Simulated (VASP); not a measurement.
# HgTe in VASP: notebook

Runs on HgTe. Level: PBEsol. Tasks: single point.

All numbers are computed with VASP 6.6.1; they aren't measurements. Logs are shortened: lines on timing, memory, paths and dates and some standing lists are left out, and cuts for length are marked.

### Step 1. The cell of the first run

Symmetry: F-43m, No. 216, cubic system. The conventional cell has a = 6.580 Å, b = 6.580 Å, c = 6.580 Å, α = 90.00°, β = 90.00°, γ = 90.00°. Within 3.8 Å of Hg (site symmetry -43m) lie 4 Te at 2.85 Å. Te (site symmetry -43m) has 4 Hg at 2.85 Å within 3.8 Å.

### Step 2. Single point, PBEsol

Contents of INCAR:

```
SYSTEM = HgTe
PREC = Accurate
ENCUT = 500
EDIFF = 1E-6
ISMEAR = 0
SIGMA = 0.1
LREAL = .FALSE.
LASPH = .TRUE.
NELM = 120
ALGO = Normal
ISIF = 2
LWAVE = .FALSE.
LCHARG = .FALSE.
GGA = PS
NBANDS = 16
GGA_COMPAT = .FALSE.
```

Contents of KPOINTS:

```
Automatic mesh
0
G
  6 6 6
  0 0 0
```

Contents of POSCAR:

```
HgTe
1.0
    0.0000000000      3.2899842045      3.2899842045
    3.2899842045      0.0000000000      3.2899842045
    3.2899842045      3.2899842045      0.0000000000
Hg Te
1 1
Direct
    0.0000000000      0.0000000000      0.0000000000
    0.2500000000      0.2500000000      0.2500000000
```

Potentials or basis: VASP PAW PBE potentials, release 64 (Hg, Te).

Launch:

```sh
$ cat potpaw_PBE.64/Hg/POTCAR potpaw_PBE.64/Te/POTCAR > POTCAR
$ mpirun -np 1 vasp_std > vasp.out
```

OUTCAR:

```text
SYSTEM = HgTe
   PREC = Accurate
   ENCUT = 500
   EDIFF = 1E-6
   ISMEAR = 0
   LREAL = .FALSE.
   LASPH = .TRUE.
   NELM = 120
   ISIF = 2
   GGA = PS

 ion  position               nearest neighbor table
   1  0.000  0.000  0.000-   2 2.85   2 2.85   2 2.85   2 2.85
   2  0.250  0.250  0.250-   1 2.85   1 2.85   1 2.85   1 2.85

  LATTYP: Found a face centered cubic cell.
 ALAT       =     6.5799684090

  Lattice vectors:

 A1 = (   0.0000000000,   3.2899842045,   3.2899842045)
 A2 = (   3.2899842045,   0.0000000000,   3.2899842045)
 A3 = (   3.2899842045,   3.2899842045,   0.0000000000)

Analysis of symmetry for initial positions (statically):
=====================================================================
 Subroutine PRICEL returns:
 Original cell was already a primitive cell.

 Routine SETGRP: Setting up the symmetry group for a
 face centered cubic supercell.

 Subroutine GETGRP returns: Found 24 space group operations
 (whereof 24 operations were pure point group operations)
 out of a pool of 48 trial point group operations.

The static configuration has the point symmetry T_d .

Analysis of symmetry for dynamics (positions and initial velocities):
=====================================================================
 Subroutine PRICEL returns:
 Original cell was already a primitive cell.

 Routine SETGRP: Setting up the symmetry group for a
 face centered cubic supercell.

 Subroutine GETGRP returns: Found 24 space group operations
 (whereof 24 operations were pure point group operations)
 out of a pool of 48 trial point group operations.

The dynamic configuration has the point symmetry T_d .

 Subroutine INISYM returns: Found 24 space group operations
 (whereof 24 operations are pure point group operations),
 and found     1 'primitive' translations

----------------------------------------------------------------------------------------

                                     Primitive cell

  volume of cell :      71.2216

  direct lattice vectors                    reciprocal lattice vectors
     0.000000000  3.289984205  3.289984205    -0.151976414  0.151976414  0.151976414
     3.289984205  0.000000000  3.289984205     0.151976414 -0.151976414  0.151976414
     3.289984205  3.289984205  0.000000000     0.151976414  0.151976414 -0.151976414

  length of vectors
     4.652740282  4.652740282  4.652740282     0.263230870  0.263230870  0.263230870

  position of ions in fractional coordinates (direct lattice)
     0.000000000  0.000000000  0.000000000
     0.250000000  0.250000000  0.250000000

  ion indices of the primitive-cell ions
   primitive index   ion index
                 1           1
                 2           2

----------------------------------------------------------------------------------------

 KPOINTS: Automatic mesh

Automatic generation of k-mesh.
 Grid dimensions read from file:
 generate k-points for:    6    6    6

 Generating k-lattice:

  Cartesian coordinates                     Fractional coordinates (reciprocal lattice)
    -0.025329402  0.025329402  0.025329402     0.166666667  0.000000000  0.000000000
     0.025329402 -0.025329402  0.025329402     0.000000000  0.166666667  0.000000000
     0.025329402  0.025329402 -0.025329402     0.000000000  0.000000000  0.166666667

  Length of vectors
     0.043871812  0.043871812  0.043871812

  Shift w.r.t. Gamma in fractional coordinates (k-lattice)
     0.000000000  0.000000000  0.000000000

 Subroutine IBZKPT returns following result:
 ===========================================

 Found     16 irreducible k-points:

 Following reciprocal coordinates:
            Coordinates               Weight
  0.000000  0.000000  0.000000      1.000000
  0.166667  0.000000  0.000000      8.000000
  0.333333  0.000000  0.000000      8.000000
  0.500000  0.000000  0.000000      4.000000
  0.166667  0.166667  0.000000      6.000000
  0.333333  0.166667  0.000000     24.000000
[... 8 lines left out ...]
 -0.333333  0.333333  0.166667     24.000000
 -0.333333  0.500000  0.166667     12.000000
   k-points           NKPTS =     16   k-points in BZ     NKDIM =     16   number of bands    NBANDS=     16
   number of dos      NEDOS =    301   number of ions     NIONS =      2
   total plane-waves  NPLWV =  46656
   dimension x,y,z NGX =    36 NGY =   36 NGZ =   36
   dimension x,y,z NGXF=    72 NGYF=   72 NGZF=   72
   ions per type =               1   1
   NGX,Y,Z   is equivalent  to a cutoff of  12.86, 12.86, 12.86 a.u.
   NGXF,Y,Z  is equivalent  to a cutoff of  25.73, 25.73, 25.73 a.u.
 SYSTEM =  HgTe
   PREC   = accura    normal or accurate (medium, high low for compatibility)
   ISTART =      0    job   : 0-new  1-cont  2-samecut
   ICHARG =      2    charge: 1-file 2-atom 10-const
   ISPIN  =      1    spin polarized calculation?
   LNONCOLLINEAR =      F non collinear calculations
   LSORBIT =      F    spin-orbit coupling
   LASPH  =      T    aspherical Exc in radial PAW
   ENCUT  =  500.0 eV  36.75 Ry    6.06 a.u.   8.48  8.48  8.48*2*pi/ulx,y,z
   NELM   =    120;   NELMIN=  2; NELMDL= -5     # of ELM steps
   EDIFF  = 0.1E-05   stopping-criterion for ELM
   LREAL  =      F    real-space projection
[... 7 lines left out ...]
   TEBEG  =    0.0;   TEEND  =   0.0 temperature during run
   PSTRESS=    0.0 pullay stress
   NELECT =      18.0000    total number of electrons
   NUPDOWN=      -1.0000    fix difference up-down
   EMIN   =  10.00;   EMAX   =-10.00  energy-range for DOS
   EFERMI =   0.00;   METHOD = LEGACY
   ISMEAR =     0;   SIGMA  =   0.10  broadening in eV -4-tet -1-fermi 0-gaus
   EFERMI_NEDOS =   21; number of points for ismear=-14 and -15
   IALGO  =     38    algorithm
   IMIX   =      4    mixing-type and parameters
     AMIX     =   0.40;   BMIX     =  1.00
     AMIX_MAG =   1.60;   BMIX_MAG =  1.00
  volume/ion in A,a.u.               =      35.61       240.31
  Fermi-wavevector in a.u.,A,eV,Ry     =   1.035051  1.955963 14.576344  1.071331
  Thomas-Fermi vector in A             =   2.169376
   LORBIT       =      0    0 simple, 1 ext, 2 COOP (PROOUT), +10 PAW based schemes
   GGA     = PS    functional components
   LHFCALC =     F    Hartree Fock is set to
   AEXX    =    0.0000 exact exchange contribution
   IVDW    =     0    specifies the selected vdW correction
   LEPSILON=     F    determine dielectric tensor
   LRPA    =     F    only Hartree local field effects (RPA)
 non-spin polarized calculation
 Gauss-broadening in eV      SIGMA  =   0.10
  energy-cutoff  :      500.00
  volume of cell :       71.22
 maximum number of plane-waves:      1821
 NGX is ok and might be reduce to    36
   NGX = 17   NGY = 17   NGZ = 17

 number of electron      18.0000001 magnetization

 Free energy of the ion-electron system (eV)
  ---------------------------------------------------
  ext. energy  EPLUGINS =         0.00000000
  ---------------------------------------------------
  free energy    TOTEN  =        -4.35845962 eV

  energy without entropy =       -4.35774465  energy(sigma->0) =       -4.35810213

 E-fermi :   2.4407     XC(G=0):  -8.6924

 val. band max:        2.4102336254   @ k =   0.0000   0.0000   0.0000
 cond. band min:       3.0439806326   @ k =   0.5000   0.0000   0.0000
 fundamental gap:      0.6337470071
 Fermi energy:         2.4407107633

 k-point     1 :       0.0000    0.0000    0.0000
  band No.  band energies     occupation
      1      -9.2431      2.00000
      2      -4.6405      2.00000
      3      -4.6405      2.00000
      4      -4.6405      2.00000
      5      -4.1682      2.00000
      6      -4.1682      2.00000
[... 8 lines left out ...]
     15      11.8666      0.00000
     16      11.8666      0.00000

 k-point     2 :       0.1667    0.0000    0.0000
  band No.  band energies     occupation
      1      -9.1232      2.00000
      2      -4.6083      2.00000
      3      -4.6083      2.00000
      4      -4.5854      2.00000
      5      -4.1706      2.00000
      6      -4.1706      2.00000
[... 8 lines left out ...]
     15      10.9130      0.00000
     16      10.9130      0.00000

 k-point     3 :       0.3333    0.0000    0.0000
  band No.  band energies     occupation
      1      -8.8668      2.00000
      2      -4.5522      2.00000
      3      -4.5522      2.00000
      4      -4.3164      2.00000
      5      -4.1625      2.00000
      6      -4.1625      2.00000
[... 8 lines left out ...]
     15      11.2013      0.00000
     16      11.2013      0.00000

 k-point     4 :       0.5000    0.0000    0.0000
  band No.  band energies     occupation
      1      -8.7294      2.00000
      2      -4.5303      2.00000
      3      -4.5303      2.00000
      4      -4.1499      2.00000
      5      -4.1499      2.00000
      6      -3.9003      2.00000
[... 8 lines left out ...]
     15      12.3364      0.00000
     16      12.3364      0.00000

 k-point     5 :       0.1667    0.1667    0.0000
  band No.  band energies     occupation
      1      -9.0828      2.00000
      2      -4.6133      2.00000
      3      -4.5752      2.00000
      4      -4.5752      2.00000
      5      -4.1887      2.00000
      6      -4.1544      2.00000
[... 8 lines left out ...]
     15      10.7018      0.00000
     16      12.0131      0.00000

 k-point     6 :       0.3333    0.1667    0.0000
  band No.  band energies     occupation
      1      -8.8695      2.00000
      2      -4.5537      2.00000
      3      -4.5102      2.00000
      4      -4.4265      2.00000
      5      -4.1741      2.00000
      6      -4.1434      2.00000
[... 8 lines left out ...]
     15      11.6562      0.00000
     16      12.0203      0.00000

 k-point     7 :       0.5000    0.1667    0.0000
  band No.  band energies     occupation
      1      -8.6871      2.00000
      2      -4.5140      2.00000
      3      -4.4826      2.00000
      4      -4.2118      2.00000
      5      -4.1453      2.00000
      6      -3.9221      2.00000
[... 8 lines left out ...]
     15      11.8819      0.00000
     16      12.4558      0.00000

 k-point     8 :      -0.3333    0.1667    0.0000
  band No.  band energies     occupation
      1      -8.7334      2.00000
      2      -4.5113      2.00000
      3      -4.5083      2.00000
      4      -4.2008      2.00000
      5      -4.1745      2.00000
      6      -4.0577      2.00000
[... 8 lines left out ...]
     15      11.1257      0.00000
     16      12.3361      0.00000

 k-point     9 :      -0.1667    0.1667    0.0000
  band No.  band energies     occupation
      1      -8.9559      2.00000
      2      -4.5710      2.00000
      3      -4.5500      2.00000
      4      -4.4776      2.00000
      5      -4.1865      2.00000
      6      -4.1498      2.00000
[... 8 lines left out ...]
     15      11.1766      0.00000
     16      11.4106      0.00000

 k-point    10 :       0.3333    0.3333    0.0000
  band No.  band energies     occupation
      1      -8.7369      2.00000
      2      -4.5007      2.00000
      3      -4.4257      2.00000
      4      -4.4257      2.00000
      5      -4.1278      2.00000
      6      -4.1266      2.00000
[... 8 lines left out ...]
     15      12.3945      0.00000
     16      13.7158      0.00000

 k-point    11 :       0.5000    0.3333    0.0000
  band No.  band energies     occupation
      1      -8.5976      2.00000
      2      -4.4677      2.00000
      3      -4.3854      2.00000
      4      -4.3234      2.00000
      5      -4.1284      2.00000
      6      -3.8659      2.00000
[... 8 lines left out ...]
     15      12.7069      0.00000
     16      13.4847      0.00000

 k-point    12 :      -0.3333    0.3333    0.0000
  band No.  band energies     occupation
      1      -8.5971      2.00000
      2      -4.4760      2.00000
      3      -4.4234      2.00000
      4      -4.2201      2.00000
      5      -4.1604      2.00000
      6      -3.7741      2.00000
[... 8 lines left out ...]
     15      11.3608      0.00000
     16      13.9794      0.00000

 k-point    13 :       0.5000    0.5000    0.0000
  band No.  band energies     occupation
      1      -8.5502      2.00000
      2      -4.4639      2.00000
      3      -4.3388      2.00000
      4      -4.3388      2.00000
      5      -4.1126      2.00000
      6      -3.7758      2.00000
[... 8 lines left out ...]
     15      12.6646      0.00000
     16      13.6712      0.00000

 k-point    14 :       0.5000    0.3333    0.1667
  band No.  band energies     occupation
      1      -8.6900      2.00000
      2      -4.4858      2.00000
      3      -4.4629      2.00000
      4      -4.2964      2.00000
      5      -4.1466      2.00000
      6      -4.0321      2.00000
[... 8 lines left out ...]
     15      12.4492      0.00000
     16      13.3203      0.00000

 k-point    15 :      -0.3333    0.3333    0.1667
  band No.  band energies     occupation
      1      -8.5971      2.00000
      2      -4.4646      2.00000
      3      -4.4352      2.00000
      4      -4.2115      2.00000
      5      -4.1749      2.00000
      6      -3.7583      2.00000
[... 8 lines left out ...]
     15      12.5573      0.00000
     16      13.2424      0.00000

 k-point    16 :      -0.3333    0.5000    0.1667
  band No.  band energies     occupation
      1      -8.5510      2.00000
      2      -4.4419      2.00000
      3      -4.3886      2.00000
      4      -4.2726      2.00000
      5      -4.1517      2.00000
      6      -3.6700      2.00000
[... 8 lines left out ...]
     15      13.1202      0.00000
     16      13.3532      0.00000

------------------------ aborting loop because EDIFF is reached ----------------------------------------

  FORCE on cell =-STRESS in cart. coord.  units (eV):
  Direction    XX          YY          ZZ          XY          YZ          ZX
  --------------------------------------------------------------------------------------
  -------------------------------------------------------------------------------------
  Total       -0.4859559     -0.4859559     -0.4859559     -0.0000000     -0.0000000     -0.0000000
  in kB      -10.9319099    -10.9319099    -10.9319099     -0.0000000     -0.0000000     -0.0000000
  external PRESSURE =     -10.9319099 kB  Pullay stress =       0.0000000 kB

 VOLUME and BASIS-vectors are now :
 -----------------------------------------------------------------------------
  energy-cutoff  :      500.00
  volume of cell :       71.22
      direct lattice vectors                 reciprocal lattice vectors
     0.000000000  3.289984205  3.289984205    -0.151976414  0.151976414  0.151976414
     3.289984205  0.000000000  3.289984205     0.151976414 -0.151976414  0.151976414
     3.289984205  3.289984205  0.000000000     0.151976414  0.151976414 -0.151976414

 POSITION                                       TOTAL-FORCE (eV/Angst)
 -----------------------------------------------------------------------------------
      0.00000      0.00000      0.00000         0.000000      0.000000      0.000000
      1.64499      1.64499      1.64499        -0.000000     -0.000000     -0.000000
 -----------------------------------------------------------------------------------
    total drift:                                0.000000      0.000000     -0.000000

  FREE ENERGIE OF THE ION-ELECTRON SYSTEM (eV)
  ---------------------------------------------------
  free  energy   TOTEN  =        -4.3584596193 eV

  energy  without entropy=       -4.3577446473  energy(sigma->0) =       -4.35810213
```

It took 21 s on 1 thread of Intel Xeon Platinum 8488C (Sapphire Rapids), shared host; peak memory 0.2 GiB.

What came out:

```
Free energy            : -4.3585 eV
Pressure               : -1.1 GPa
Band gap on the k mesh : zero (filled and empty bands touch)
```

Caveat: semilocal functionals underestimate gaps, and a narrow one can read as zero; the PAW data sets were made with another functional, which shifts forces and pressure a little; spin-orbit coupling is left out, which moves the levels of the heavy elements.

(Part 1 of 3 ends here.)

The gap in the log of VASP goes by the Fermi energy; the results here count the filled bands.